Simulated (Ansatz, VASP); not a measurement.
CdSe: VASP beside Ansatz

INCAR

```
SYSTEM = CdSe
ALGO = Normal ; EDIFF = 1E-6
ENCUT = 500 ; GGA = PE
GGA_COMPAT = .FALSE. ; ISIF = 2
ISMEAR = -1 ; LASPH = .TRUE.
LCHARG = .TRUE. ; LELF = .TRUE.
LREAL = .FALSE. ; LVHAR = .TRUE.
LWAVE = .FALSE. ; NBANDS = 16
NELM = 120 ; PREC = Accurate
SIGMA = 0.02
```

The input KPOINTS:

```
k-points
0
G
  8 8 8
  0 0 0
```

POSCAR

```
CdSe
1.0
    0.1045090715      3.1722900365      3.1722900365
    3.1722900365      0.1045090715      3.1722900365
    3.1722900365      3.1722900365      0.1045090715
Cd Se
1 1
Direct
    0.0027448901      0.0027448901      0.0027448901
    0.2472551099      0.2472551099      0.2472551099
```

Input for Ansatz:

```yaml
crystal:
  lattice:
    - [0.1045090715, 3.1722900365, 3.1722900365]
    - [3.1722900365, 0.1045090715, 3.1722900365]
    - [3.1722900365, 3.1722900365, 0.1045090715]
  atoms:
    - { symbol: Cd, position: [0.0027448901, 0.0027448901, 0.0027448901] }
    - { symbol: Se, position: [0.2472551099, 0.2472551099, 0.2472551099] }
kpoints:
  mp_grid: { grid: [8, 8, 8] }
  band_path:
    path:
      - [0.0, 0.0, 0.0]
      - [-0.5, -0.5, 0.0]
      - [-0.375, -0.375, 0.25]
      - [-0.375, 0.0, 0.375]
      - [0.0, 0.0, 0.5]
      - [-0.5, -0.25, 0.25]
    npoints: 1
hamiltonian:
  xc: pbe
scf:
  occupations: { method: fermi_dirac, width: 0.02 }
  n_extra_bands: 4
output:
  forces: true
  stress: true
  eigenvalues: true
```

Change from the starting cell: shear_111 strain +5.1%.

Alike in both runs: task single point; functional PBE; k mesh 8 × 8 × 8; occupations fermi-dirac, width 0.02 eV; no spin polarisation.

```csv
,VASP,Ansatz
version,VASP 6.6.1,Ansatz 0.2.0
potentials or method,"VASP PAW PBE potentials, release 64 (Cd, Se)","plane waves, PAW"
plane-wave cutoff (eV),500,420
valence electrons in the cell,18,36
```

```csv
,VASP,Ansatz,Ansatz less VASP
pressure (GPa),-0.7,-0.9,-0.22
"traceless stress, the component that is largest in VASP (GPa)",-0.77,-0.77,+0.007
rms of the force components (eV/Å),0.007,0.003,-0.0031
```

Atom by atom the forces differ by 0.003 eV/Å (rms over components). The functional is the same, so the differences come from potentials, cutoffs and numerics. VASP's potentials hold 18 valence electrons a cell and Ansatz's 36, so a difference there can come from the potentials and not from the codes.
